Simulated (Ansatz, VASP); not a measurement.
**Two plane-wave programs on TiO2**

```
CELL_PARAMETERS angstrom
2.67121 -2.67128 -0.01998
2.67121 2.67128 -0.01998
-2.63529 0.00000 4.81193
ATOMIC_POSITIONS crystal
Ti 0.12501 0.87499 0.25000
Ti 0.87499 0.12501 0.75000
O 0.33225 0.08226 0.66451
O 0.66775 0.91774 0.33549
O 0.91774 0.66775 0.83549
O 0.08226 0.33225 0.16451
```

Alike in both runs: task single point; functional r2SCAN; k mesh 8 × 8 × 8; no spin polarisation.

|  | VASP | Ansatz |
| --- | --- | --- |
| version | VASP 6.6.1 | Ansatz 0.2.0 |
| potentials or method | VASP PAW PBE potentials, release 64 (Ti_sv, O) | plane waves, PAW |
| plane-wave cutoff (eV) | 520 | 500 |
| occupations | gaussian, width 0.01 eV | fixed |
| valence electrons in the cell | 48 | 48 |

Ansatz gave:

| Property | Result |
| --- | --- |
| gap on the k mesh at the Fermi level (eV) | 2.57 |
| pressure (GPa) | 0.0 |
| traceless stress, the component that is largest in VASP (GPa) | 0.00 |
| rms of the force components (eV/Å) | 0.001 |

Problem. Estimate VASP's values.

Solution. gap on the k mesh at the Fermi level (eV): 2.59; pressure (GPa): 1.2; traceless stress, the component that is largest in VASP (GPa): -0.12; rms of the force components (eV/Å): 0.013.

VASP's potentials were made for PBE, not for r2SCAN. Atom by atom the forces differ by 0.013 eV/Å (rms over components). Ansatz's warnings: near symmetry operations not taken.
